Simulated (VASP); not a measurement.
A run of VASP 6.6.1:

POSCAR

```
RbVF3
1.0
    4.1819996800      0.0000000000      0.0000000000
    0.0000000000      4.1819996800      0.0000000000
    0.0000000000      0.0000000000      4.1819996800
Rb V F
1 1 3
Direct
    0.0000000000      0.0000000000      0.0000000000
    0.5000000000      0.5000000000      0.5000000000
    0.5000000000      0.5000000000      0.0000000000
    0.0000000000      0.5000000000      0.5000000000
    0.5000000000      0.0000000000      0.5000000000
```

File INCAR.step1:

```
PREC = Accurate ; ENCUT = 520
ISMEAR = 0 ; SIGMA = 0.05
LREAL = False ; LASPH = True
NELM = 150 ; ISPIN = 2
MAGMOM = 0 2.52 0.03 0.03 0.03 ; LMAXMIX = 4
LDAU = True ; LDAUTYPE = 2
LDAUL = -1 2 -1 ; LDAUU = 0 2 0
LDAUJ = 0 0 0 ; NBANDS = 34
GGA = PE ; ALGO = Normal
EDIFF = 1E-4 ; LWAVE = True
LCHARG = False
```

INCAR.step2

```
PREC = Accurate ; ENCUT = 520
EDIFF = 1E-7 ; ISMEAR = 0
SIGMA = 0.05 ; LREAL = False
LASPH = True ; NELM = 150
ALGO = Normal ; ISIF = 2
LWAVE = False ; LCHARG = False
ISPIN = 2 ; MAGMOM = 0 2.52 0.03 0.03 0.03
LORBIT = 11 ; LMAXMIX = 4
LDAU = True ; LDAUTYPE = 2
LDAUL = -1 2 -1 ; LDAUU = 0 2 0
LDAUJ = 0 0 0 ; LDAUPRINT = 1
METAGGA = R2SCAN ; LMIXTAU = True
NBANDS = 34 ; ISTART = 1
```

File KPOINTS:

```
Automatic mesh
0
Gamma
  5 5 5
```

Potentials or basis: VASP PAW PBE potentials, release 64 (Rb_sv, V_sv, F).

Launch:

```console
$ cat potpaw_PBE.64/Rb_sv/POTCAR potpaw_PBE.64/V_sv/POTCAR potpaw_PBE.64/F/POTCAR > POTCAR
$ cp INCAR.step1 INCAR
$ mpirun -np 1 vasp_std > vasp.out
$ cp INCAR.step2 INCAR
$ mpirun -np 1 vasp_std > vasp.out
```

Hardware: 1 thread of AMD EPYC 7R13 Processor (Zen 3), with other jobs on the host.

How long does it take, and how much memory?

Wall time 2.2 min on 1 thread of AMD EPYC 7R13 Processor (Zen 3), on a shared host, peak memory 0.21 GiB. Counts: k points 10.
